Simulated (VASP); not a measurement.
**Bi4F: single point with PBE**

Crystal: Bi4F.

```xyz
5
Lattice="5.3114 0.0000 0.0000 0.0000 5.3114 0.0000 0.0000 0.0000 5.3114" Properties=species:S:1:pos:R:3 pbc="T T T"
Bi    1.5150    1.5150    1.5150
Bi    3.7964    3.7964    1.5150
Bi    1.5150    3.7964    3.7964
Bi    3.7964    1.5150    3.7964
F     0.0000    0.0000    0.0000
```

```
Program                : VASP 6.6.1
Task                   : single point
Functional             : PBE
Potentials or basis    : VASP PAW PBE potentials, release 64 (Bi_d, F)
Cutoff                 : 520 eV
k mesh                 : 8 × 8 × 8
Occupations            : gaussian, width 0.1 eV
Spin                   : no spin polarisation
Dipole correction      : no
Further INCAR settings : ALGO = Normal; EDIFF = 1e-06; NBANDS = 42
```

```
Pressure : -0.1 GPa
```

Levels at points of the mesh, in eV from the Fermi level:
```
           k point  band 31  band 32  band 33  band 34  band 35  band 36
(0.00, 0.00, 0.00)    -3.18     0.52     0.52     0.52     0.76     0.76
(0.50, 0.00, 0.00)    -1.39    -1.16    -0.86    -0.86    -0.31     0.85
(0.50, 0.50, 0.00)    -2.50    -2.09    -0.53     0.23     0.23     1.64
(0.50, 0.50, 0.50)    -3.03    -2.81     2.11     2.11     3.06     3.06
```

Wall time 82 s on 1 thread of Intel(R) Xeon(R) 6975P-C (Granite Rapids), with other jobs on the host, peak memory 0.32 GiB.

Caveat: spin-orbit coupling is left out, which moves the levels of the heavy elements; an odd number of electrons without spin polarisation forces a metal; a magnetic or distorted state may lie lower.
